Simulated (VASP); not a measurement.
Here is a VASP 6.6.1 calculation.

File INCAR:

```
PREC     = Accurate       # precision mode
ENCUT    = 600            # plane-wave cutoff, eV
EDIFF    = 1E-6           # SCF threshold, eV
ISMEAR   = -1             # smearing method
SIGMA    = 0.1            # smearing width, eV
LREAL    = F              # projectors in reciprocal space
LASPH    = T              # aspherical terms in the spheres
NELM     = 100            # most SCF steps
ALGO     = Normal         # electronic algorithm
ISIF     = 3              # what is computed and relaxed
LWAVE    = F              # write WAVECAR
LCHARG   = F              # write CHGCAR
GGA      = PE             # functional
IBRION   = 2              # ionic algorithm
NSW      = 32             # ionic steps
EDIFFG   = -0.005         # ionic threshold
PSTRESS  = 290.0
```

Contents of KPOINTS:

```
Automatic mesh
0
Gamma
  17 17 17
```

Contents of POSCAR:

```
Se
1.0
   -1.5900420080      1.5900420080      1.5900420080
    1.5900420080     -1.5900420080      1.5900420080
    1.5900420080      1.5900420080     -1.5900420080
Se
1
Direct
    0.0000000000      0.0000000000      0.0000000000
```

Potentials or basis: VASP PAW PBE potentials, release 64 (Se).

Command:

```bash
$ cat potpaw_PBE.64/Se/POTCAR > POTCAR
$ mpirun -np 1 vasp_std > vasp.out
```

Task: Predict the relaxed volume.

Result: 16.09 Å³/atom.

Task: Estimate the relaxed cell.

Result: a = 2.755 Å, b = 2.755 Å, c = 2.755 Å, α = 109.47°, β = 109.47°, γ = 109.47°.

Step by step:
```
step  energy change (eV)  largest force (eV/Å)  pressure (GPa)  volume (Å³)
   1              0.0000                0.0000           29.16        16.08
   2             -0.0067                0.0000           28.73        16.12
   3             -0.0025                0.0000           28.99        16.09
```

Caveat: the cell is relaxed towards a set pressure, so the enthalpy falls and the energy may rise.
